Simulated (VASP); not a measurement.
Bi, 1 atom in the cell. Symmetry: Im-3m, No. 229, cubic system. The conventional cell has a = 4.120 Å, b = 4.120 Å, c = 4.120 Å, α = 90.00°, β = 90.00°, γ = 90.00°. Within 4.7 Å of Bi (site symmetry m-3m) lie 14 Bi at 3.57 to 4.12 Å. This isn't the form of Bi at room conditions, which is rhombohedral.

* Program: VASP 6.6.1
* Task: relaxation of cell and atoms
* Functional: PBEsol
* Potentials or basis: VASP PAW PBE potentials, release 64 (Bi_d)
* Cutoff: 500 eV
* k mesh: 7 × 7 × 7
* Occupations: methfessel-paxton, width 0.05 eV
* Spin: no spin polarisation
* Dipole correction: no
* Further INCAR settings: ALGO = Normal; EDIFF = 1e-07; IBRION = 2; EDIFFG = -0.03; NSW = 80; ISIF = 3

Potentials or basis: VASP PAW PBE potentials, release 64 (Bi_d).

The run is started by

```sh
$ cat potpaw_PBE.64/Bi_d/POTCAR > POTCAR
$ mpirun -np 1 vasp_std > vasp.out
```

Hardware: 1 thread of AMD EPYC 7R13 Processor (Zen 3) (shared host).

Estimate the wall time of this run.

Run time: 15 s on 1 thread of AMD EPYC 7R13 Processor (Zen 3), with other jobs on the host, peak memory 0.13 GiB. Counts: scf iterations 31, k points 20, ion steps 3.
